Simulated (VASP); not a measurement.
# AlCu2 (P6/mmm) in VASP: notebook

The runs below take AlCu2 through single point, relaxation of cell and atoms, with PBE.

All numbers are computed with VASP 6.6.1; they aren't measurements. Logs are shortened: lines on timing, memory, paths and dates and some standing lists are left out, and cuts for length are marked.

## 1. The cell of the first run

The structure is hexagonal, space group P6/mmm (No. 191). The conventional cell has a = 4.188 Å, b = 4.188 Å, c = 2.568 Å, α = 90.00°, β = 90.00°, γ = 120.00°. Al (site symmetry 6/mmm) has 2 Al at 2.57 Å and 12 Cu at 2.74 Å within 3.4 Å. Within 3.2 Å of Cu (site symmetry -6m2) lie 5 Cu at 2.42 to 2.57 Å and 6 Al at 2.74 Å.

## 2. Single point, PBE

The input, INCAR:

```
  PREC = Accurate
  ENCUT = 520
  EDIFF = 1E-6
  ISMEAR = 0
  SIGMA = 0.1
  LREAL = False
  LASPH = True
  NELM = 100
  ALGO = Normal
  ISIF = 2
  LWAVE = False
  LCHARG = True
  GGA = PE
  LELF = True
  LVHAR = True
  NBANDS = 20
```

The input, KPOINTS:

```
regular mesh
0
Gamma
  6 6 6
```

The input, POSCAR:

```
AlCu2
1.0
    4.1884900937      0.0000000000      0.0000000000
   -2.0942450468      3.6273388246      0.0000000000
    0.0000000000      0.0000000000      2.5676793479
Al Cu
1 2
Direct
    0.0000000000      0.0000000000      0.0000000000
    0.3333333333      0.6666666667      0.5000000000
    0.6666666667      0.3333333333      0.5000000000
```

Potentials or basis: VASP PAW PBE potentials, release 64 (Al, Cu).

Started as:

```bash
$ cat potpaw_PBE.64/Al/POTCAR potpaw_PBE.64/Cu/POTCAR > POTCAR
$ mpirun -np 1 vasp_std > vasp.out
```

OUTCAR:

```text
PREC = Accurate
   ENCUT = 520
   EDIFF = 1E-6
   ISMEAR = 0
   LREAL = False
   LASPH = True
   NELM = 100
   ISIF = 2
   GGA = PE

 ion  position               nearest neighbor table
   1  0.000  0.000  0.000-   2 2.74   3 2.74   2 2.74   3 2.74   2 2.74   2 2.74   3 2.74   3 2.74
                             3 2.74   3 2.74   2 2.74   2 2.74
   2  0.333  0.667  0.500-   3 2.42   3 2.42   3 2.42   1 2.74   1 2.74   1 2.74   1 2.74   1 2.74
                             1 2.74
   3  0.667  0.333  0.500-   2 2.42   2 2.42   2 2.42   1 2.74   1 2.74   1 2.74   1 2.74   1 2.74
                             1 2.74

  LATTYP: Found a hexagonal cell.
 ALAT       =     4.1884900937
 C/A-ratio  =     0.6130322122

  Lattice vectors:

 A1 = (   4.1884900937,   0.0000000000,   0.0000000000)
 A2 = (  -2.0942450468,   3.6273388246,   0.0000000000)
 A3 = (   0.0000000000,   0.0000000000,   2.5676793479)

Analysis of symmetry for initial positions (statically):
=====================================================================
 Subroutine PRICEL returns:
 Original cell was already a primitive cell.

 Routine SETGRP: Setting up the symmetry group for a
 hexagonal supercell.

 Subroutine GETGRP returns: Found 24 space group operations
 (whereof 24 operations were pure point group operations)
 out of a pool of 24 trial point group operations.

The static configuration has the point symmetry D_6h.

Analysis of symmetry for dynamics (positions and initial velocities):
=====================================================================
 Subroutine PRICEL returns:
 Original cell was already a primitive cell.

 Routine SETGRP: Setting up the symmetry group for a
 hexagonal supercell.

 Subroutine GETGRP returns: Found 24 space group operations
 (whereof 24 operations were pure point group operations)
 out of a pool of 24 trial point group operations.

The dynamic configuration has the point symmetry D_6h.

 Subroutine INISYM returns: Found 24 space group operations
 (whereof 24 operations are pure point group operations),
 and found     1 'primitive' translations

----------------------------------------------------------------------------------------

                                     Primitive cell

  volume of cell :      39.0109

  direct lattice vectors                    reciprocal lattice vectors
     4.188490094  0.000000000  0.000000000     0.238749520  0.137842100  0.000000000
    -2.094245047  3.627338825  0.000000000     0.000000000  0.275684199  0.000000000
     0.000000000  0.000000000  2.567679348     0.000000000  0.000000000  0.389456729

  length of vectors
     4.188490094  4.188490094  2.567679348     0.275684199  0.275684199  0.389456729

  position of ions in fractional coordinates (direct lattice)
     0.000000000  0.000000000  0.000000000
     0.333333333  0.666666667  0.500000000
     0.666666667  0.333333333  0.500000000

  ion indices of the primitive-cell ions
   primitive index   ion index
                 1           1
                 2           2
                 3           3

----------------------------------------------------------------------------------------

 KPOINTS: regular mesh

Automatic generation of k-mesh.
 Grid dimensions read from file:
 generate k-points for:    6    6    6

 Generating k-lattice:

  Cartesian coordinates                     Fractional coordinates (reciprocal lattice)
     0.039791587  0.022973683  0.000000000     0.166666667 -0.000000000  0.000000000
     0.000000000  0.045947367  0.000000000     0.000000000  0.166666667  0.000000000
     0.000000000  0.000000000  0.064909455     0.000000000  0.000000000  0.166666667

  Length of vectors
     0.045947367  0.045947367  0.064909455

  Shift w.r.t. Gamma in fractional coordinates (k-lattice)
     0.000000000  0.000000000  0.000000000

 Subroutine IBZKPT returns following result:
 ===========================================

 Found     28 irreducible k-points:

 Following reciprocal coordinates:
            Coordinates               Weight
  0.000000  0.000000  0.000000      1.000000
  0.166667  0.000000  0.000000      6.000000
  0.333333 -0.000000  0.000000      6.000000
  0.500000 -0.000000  0.000000      3.000000
  0.166667  0.166667  0.000000      6.000000
  0.333333  0.166667  0.000000     12.000000
[... 16 lines left out ...]
  0.166667  0.000000  0.500000      6.000000
  0.333333 -0.000000  0.500000      6.000000
 [... further k-points ...]
   k-points           NKPTS =     28   k-points in BZ     NKDIM =     28   number of bands    NBANDS=     20
   number of dos      NEDOS =    301   number of ions     NIONS =      3
   total plane-waves  NPLWV =  20480
   dimension x,y,z NGX =    32 NGY =   32 NGZ =   20
   dimension x,y,z NGXF=    64 NGYF=   64 NGZF=   40
   ions per type =               1   2
   NGX,Y,Z   is equivalent  to a cutoff of  12.70, 12.70, 12.95 a.u.
   NGXF,Y,Z  is equivalent  to a cutoff of  25.40, 25.40, 25.90 a.u.
 SYSTEM =  unknown system
   PREC   = accura    normal or accurate (medium, high low for compatibility)
   ISTART =      0    job   : 0-new  1-cont  2-samecut
   ICHARG =      2    charge: 1-file 2-atom 10-const
   ISPIN  =      1    spin polarized calculation?
   LNONCOLLINEAR =      F non collinear calculations
   LSORBIT =      F    spin-orbit coupling
   LASPH  =      T    aspherical Exc in radial PAW
   ENCUT  =  520.0 eV  38.22 Ry    6.18 a.u.   7.79  7.79  4.77*2*pi/ulx,y,z
   NELM   =    100;   NELMIN=  2; NELMDL= -5     # of ELM steps
   EDIFF  = 0.1E-05   stopping-criterion for ELM
   LREAL  =      F    real-space projection
   EDIFFG = 0.1E-04   stopping-criterion for IOM
   NSW    =      0    number of steps for IOM
   IBRION =     -1    ionic relax: 0-MD 1-quasi-New 2-CG
   NFREE  =      0    steps in history (QN), initial steepest desc. (CG)
   ISIF   =      2    stress and relaxation
   ISYM   =      2    0-nonsym 1-usesym 2-fastsym
   POTIM  = 0.5000    time-step for ionic-motion
   TEBEG  =    0.0;   TEEND  =   0.0 temperature during run
   PSTRESS=    0.0 pullay stress
   NELECT =      25.0000    total number of electrons
   NUPDOWN=      -1.0000    fix difference up-down
   EMIN   =  10.00;   EMAX   =-10.00  energy-range for DOS
   EFERMI =   0.00;   METHOD = LEGACY
   ISMEAR =     0;   SIGMA  =   0.10  broadening in eV -4-tet -1-fermi 0-gaus
   EFERMI_NEDOS =   21; number of points for ismear=-14 and -15
   IALGO  =     38    algorithm
   IMIX   =      4    mixing-type and parameters
     AMIX     =   0.40;   BMIX     =  1.00
     AMIX_MAG =   1.60;   BMIX_MAG =  1.00
  volume/ion in A,a.u.               =      13.00        87.75
  Fermi-wavevector in a.u.,A,eV,Ry     =   1.411430  2.667216 27.104640  1.992135
  Thomas-Fermi vector in A             =   2.533282
   LORBIT       =      0    0 simple, 1 ext, 2 COOP (PROOUT), +10 PAW based schemes
   GGA     = PE    functional components
   LHFCALC =     F    Hartree Fock is set to
   AEXX    =    0.0000 exact exchange contribution
   IVDW    =     0    specifies the selected vdW correction
   LEPSILON=     F    determine dielectric tensor
   LRPA    =     F    only Hartree local field effects (RPA)
 non-spin polarized calculation
 Gauss-broadening in eV      SIGMA  =   0.10
  energy-cutoff  :      520.00
  volume of cell :       39.01
 maximum number of plane-waves:      1078
 NGX is ok and might be reduce to    32
   NGX = 15   NGY = 15   NGZ =  9

 number of electron      24.9999990 magnetization

 Free energy of the ion-electron system (eV)
  ---------------------------------------------------
  ext. energy  EPLUGINS =         0.00000000
  ---------------------------------------------------
  free energy    TOTEN  =       -11.58465040 eV

  energy without entropy =      -11.58148812  energy(sigma->0) =      -11.58306926

 E-fermi :   8.5026     XC(G=0): -11.8270

 val. band max:        8.2206699326   @ k =   0.1667   0.0000   0.0000
 cond. band min:       8.5027872563   @ k =   0.1667   0.1667   0.3333
 fundamental gap:      0.2821173237
 Fermi energy:         8.5025973240

 k-point     1 :       0.0000    0.0000    0.0000
  band No.  band energies     occupation
      1      -2.3280      2.00000
      2       3.8043      2.00000
      3       3.8544      2.00000
      4       3.8544      2.00000
      5       4.3756      2.00000
      6       4.5543      2.00000
[... 12 lines left out ...]
     19      21.8033      0.00000
     20      27.7125      0.00000

 k-point     2 :       0.1667    0.0000    0.0000
  band No.  band energies     occupation
      1      -2.0100      2.00000
      2       3.3607      2.00000
      3       3.9096      2.00000
      4       3.9427      2.00000
      5       4.2243      2.00000
      6       4.5509      2.00000
[... 12 lines left out ...]
     19      21.7544      0.00000
     20      26.0623      0.00000

 k-point     3 :       0.3333   -0.0000    0.0000
  band No.  band energies     occupation
      1      -1.0916      2.00000
      2       2.1987      2.00000
      3       3.7199      2.00000
      4       4.0378      2.00000
      5       4.0771      2.00000
      6       4.4247      2.00000
[... 12 lines left out ...]
     19      21.0066      0.00000
     20      21.9910      0.00000

 k-point     4 :       0.5000   -0.0000    0.0000
  band No.  band energies     occupation
      1      -0.0174      2.00000
      2       0.9139      2.00000
      3       3.4448      2.00000
      4       4.1146      2.00000
      5       4.1551      2.00000
      6       4.3049      2.00000
[... 12 lines left out ...]
     19      21.6418      0.00000
     20      22.7775      0.00000

 k-point     5 :       0.1667    0.1667    0.0000
  band No.  band energies     occupation
      1      -1.3907      2.00000
      2       2.6944      2.00000
      3       3.8096      2.00000
      4       3.9955      2.00000
      5       4.1253      2.00000
      6       4.5016      2.00000
[... 12 lines left out ...]
     19      21.1335      0.00000
     20      22.8395      0.00000

 k-point     6 :       0.3333    0.1667    0.0000
  band No.  band energies     occupation
      1      -0.2735      2.00000
      2       1.5771      2.00000
      3       3.0680      2.00000
      4       4.1352      2.00000
      5       4.2479      2.00000
      6       4.3407      2.00000
[... 12 lines left out ...]
     19      21.5601      0.00000
     20      21.9362      0.00000

 k-point     7 :       0.3333    0.3333    0.0000
  band No.  band energies     occupation
      1       0.3889      2.00000
      2       1.8284      2.00000
      3       1.8284      2.00000
      4       4.2527      2.00000
      5       4.2527      2.00000
      6       4.3149      2.00000
[... 12 lines left out ...]
     19      22.4205      0.00000
     20      22.4205      0.00000
[... 277 lines left out ...]
 k-point    20 :       0.3333    0.1667    0.3333
  band No.  band energies     occupation
      1       1.7455      2.00000
      2       3.2339      2.00000
      3       3.7378      2.00000
      4       3.8987      2.00000
      5       4.4303      2.00000
      6       4.5368      2.00000
[... 12 lines left out ...]
     19      19.3119      0.00000
     20      21.2436      0.00000

 k-point    21 :       0.3333    0.3333    0.3333
  band No.  band energies     occupation
      1       2.0556      2.00000
      2       3.4543      2.00000
      3       3.4543      2.00000
      4       3.8299      2.00000
      5       4.5115      2.00000
      6       4.5115      2.00000
[... 12 lines left out ...]
     19      16.7915      0.00000
     20      23.3382      0.00000

 k-point    22 :       0.0000    0.0000    0.5000
  band No.  band energies     occupation
      1       2.0285      2.00000
      2       3.6167      2.00000
      3       3.9447      2.00000
      4       3.9447      2.00000
      5       4.7521      2.00000
      6       4.7521      2.00000
[... 12 lines left out ...]
     19      15.2863      0.00000
     20      15.2863      0.00000

 k-point    23 :       0.1667    0.0000    0.5000
  band No.  band energies     occupation
      1       2.3234      2.00000
      2       3.4460      2.00000
      3       3.8238      2.00000
      4       3.9605      2.00000
      5       4.4290      2.00000
      6       4.5840      2.00000
[... 12 lines left out ...]
     19      17.6186      0.00000
     20      17.7951      0.00000

 k-point    24 :       0.3333   -0.0000    0.5000
  band No.  band energies     occupation
      1       3.1154      2.00000
      2       3.1780      2.00000
      3       3.6337      2.00000
      4       4.0873      2.00000
      5       4.1308      2.00000
      6       4.4611      2.00000
[... 12 lines left out ...]
     19      20.1686      0.00000
     20      20.4872      0.00000

 [... further k-points ...]
[... 5 lines left out ...]
  --------------------------------------------------------------------------------------
  -------------------------------------------------------------------------------------
  Total        0.1242409      0.1242409      0.0812359      0.0000000      0.0000000      0.0000000
  in kB        5.1025663      5.1025663      3.3363539      0.0000000      0.0000000      0.0000000
  external PRESSURE =       4.5138289 kB  Pullay stress =       0.0000000 kB

 VOLUME and BASIS-vectors are now :
 -----------------------------------------------------------------------------
  energy-cutoff  :      520.00
  volume of cell :       39.01
      direct lattice vectors                 reciprocal lattice vectors
     4.188490094  0.000000000  0.000000000     0.238749520  0.137842100  0.000000000
    -2.094245047  3.627338825  0.000000000     0.000000000  0.275684199  0.000000000
     0.000000000  0.000000000  2.567679348     0.000000000  0.000000000  0.389456729

 POSITION                                       TOTAL-FORCE (eV/Angst)
 -----------------------------------------------------------------------------------
      0.00000      0.00000      0.00000         0.000000      0.000000      0.000000
     -0.00000      2.41823      1.28384         0.000000      0.000000      0.000000
      2.09425      1.20911      1.28384        -0.000000      0.000000     -0.000000
 -----------------------------------------------------------------------------------
    total drift:                               -0.000000      0.000000     -0.000000

  FREE ENERGIE OF THE ION-ELECTRON SYSTEM (eV)
  ---------------------------------------------------
  free  energy   TOTEN  =       -11.5846504003 eV

  energy  without entropy=      -11.5814881206  energy(sigma->0) =      -11.58306926
```

It took 8.9 s on 1 thread of AMD EPYC 9R45 (Zen 5), shared host; peak memory 0.13 GiB.

What came out:

```
Free energy : -11.5847 eV
Pressure    : 0.5 GPa
```

Levels at points of the mesh, in eV from the Fermi level:
| k point | band 9 | band 10 | band 11 | band 12 | band 13 | band 14 | band 15 | band 16 |
| --- | --- | --- | --- | --- | --- | --- | --- | --- |
| (0.00, 0.00, 0.00) | -3.23 | -2.73 | -2.73 | 1.35 | 1.36 | 1.36 | 1.72 | 1.72 |
| (0.50, 0.00, 0.00) | -2.94 | -2.84 | -2.73 | -2.65 | -2.57 | 0.95 | 8.69 | 8.91 |
| (0.00, 0.00, 0.50) | -3.60 | -3.60 | -2.22 | -1.57 | 5.55 | 5.55 | 5.90 | 6.33 |
| (0.50, 0.00, 0.50) | -2.76 | -2.46 | -1.58 | -0.97 | 0.22 | 0.38 | 2.47 | 3.86 |

Caveat: the k points lie up to 0.41 Å⁻¹ apart.

(Part 1 of 2 ends here.)
